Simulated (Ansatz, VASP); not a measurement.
Nb: VASP beside Ansatz

POSCAR

```
Nb
1.0
    0.0000000000      2.2207500000      2.1678750000
    2.2207500000      0.0000000000      2.1678750000
    2.2207500000      2.2207500000      0.0000000000
Nb
1
Direct
    0.0000000000      0.0000000000      0.0000000000
```

INCAR.step1

```
PREC = Accurate
ENCUT = 520
ISMEAR = 0
SIGMA = 0.15
LREAL = False
LASPH = True
NELM = 60
NBANDS = 12
GGA = PE
ALGO = Normal
EDIFF = 1E-4
LWAVE = True
LCHARG = False
```

File INCAR.step2:

```
PREC = Accurate
ENCUT = 520
EDIFF = 1E-6
ISMEAR = 0
SIGMA = 0.15
LREAL = False
LASPH = True
NELM = 60
ALGO = Normal
ISIF = 2
LWAVE = False
LCHARG = False
METAGGA = R2SCAN
LMIXTAU = True
NBANDS = 12
ISTART = 1
```

File KPOINTS:

```
Automatic mesh
0
Gamma
  20 20 20
```

Input for Ansatz:

```yaml
crystal:
  lattice:
    - [0.0, 2.22075, 2.167875]
    - [2.22075, 0.0, 2.167875]
    - [2.22075, 2.22075, 0.0]
  atoms:
    - { symbol: Nb, position: [0.0, 0.0, 0.0] }
basis:
  ecutwfc: 500
kpoints:
  mp_grid: { grid: [20, 20, 20] }
hamiltonian:
  xc: r2scan
scf:
  occupations: { method: gaussian, width: 0.15 }
output:
  forces: true
  stress: true
  eigenvalues: true
```

Change from the starting cell: strain +0.050 along x and y, +0.025 along z, atoms carried along.

Alike in both runs: task single point; functional r2SCAN; k mesh 20 × 20 × 20; occupations gaussian, width 0.15 eV; no spin polarisation.

|  | VASP | Ansatz |
| --- | --- | --- |
| version | VASP 6.6.1 | Ansatz 0.2.0 |
| potentials or method | VASP PAW PBE potentials, release 64 (Nb_sv), cutoff 520 eV | scalar-relativistic, plane waves, PAW |
| valence electrons in the cell | 13 | 13 |

Ansatz gave:

| Property | Result |
| --- | --- |
| gap on the k mesh at the Fermi level (eV) | none |
| pressure (GPa) | -17.8 |
| traceless stress, the component that is largest in VASP (GPa) | -2.68 |

Q: Estimate VASP's values.

A: gap on the k mesh at the Fermi level (eV): none; pressure (GPa): -18.0; traceless stress, the component that is largest in VASP (GPa): -2.66.

VASP's potentials were made for PBE, not for r2SCAN. A gap of «none» marks a metal or a gap that the smearing closes. With one functional, cell and mesh, what is left measures potentials, basis and numerics.
